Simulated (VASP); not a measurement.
A run of VASP 6.6.1 is set up as follows.

Contents of POSCAR:

```
MgS
1.0
    0.0000000000      2.8308768412      2.9441119149
    2.8308768412      0.0000000000      2.9441119149
    2.8308768412      2.8308768412      0.0000000000
Mg S
1 1
Direct
    0.0000000000      0.0000000000      0.0000000000
    0.2500000000      0.2500000000      0.2500000000
```

The input INCAR.step1:

```
SYSTEM = MgS
PREC     = Accurate       ! precision mode
ENCUT    = 520            ! plane-wave cutoff, eV
EDIFF    = 1E-5           ! SCF threshold, eV
ISMEAR   = 0              ! smearing method
SIGMA    = 0.01           ! smearing width, eV
LREAL    = .False.        ! projectors in reciprocal space
LASPH    = .True.         ! aspherical terms in the spheres
NELM     = 80             ! most SCF steps
ALGO     = Normal         ! electronic algorithm
ISIF     = 2              ! what is computed and relaxed
LWAVE    = .True.         ! write WAVECAR
LCHARG   = .False.        ! write CHGCAR
GGA      = PE             ! functional
NBANDS   = 11             ! bands
```

The input INCAR.step2:

```
SYSTEM = MgS
PREC     = Accurate       ! precision mode
ENCUT    = 520            ! plane-wave cutoff, eV
EDIFF    = 1E-6           ! SCF threshold, eV
ISMEAR   = 0              ! smearing method
SIGMA    = 0.01           ! smearing width, eV
LREAL    = .False.        ! projectors in reciprocal space
LASPH    = .True.         ! aspherical terms in the spheres
NELM     = 80             ! most SCF steps
ALGO     = Normal         ! electronic algorithm
ISIF     = 2              ! what is computed and relaxed
LWAVE    = .False.        ! write WAVECAR
LCHARG   = .False.        ! write CHGCAR
GGA      = PE             ! functional
LHFCALC  = .True.         ! exact exchange
HFSCREEN = 0.2079         ! screening, 1/A
PRECFOCK = Normal       
ISTART   = 1            
NBANDS   = 11             ! bands
```

Contents of KPOINTS:

```
regular mesh
0
Gamma
  6 6 6
  0 0 0
```

Potentials or basis: VASP PAW PBE potentials, release 64 (Mg, S).

Command:

```console
$ cat potpaw_PBE.64/Mg/POTCAR potpaw_PBE.64/S/POTCAR > POTCAR
$ cp INCAR.step1 INCAR
$ mpirun -np 1 vasp_std > vasp.out
$ cp INCAR.step2 INCAR
$ mpirun -np 1 vasp_std > vasp.out
```

(1) Estimate the band gap on the k mesh.

(2) Estimate the pressure.

Answers

(1) 4.26 eV.

(2) -2.3 GPa.

Caveat: the cell differs from its parent crystal (uniaxial z strain +4.0%); the PAW data sets were made with another functional, which shifts forces and pressure a little.
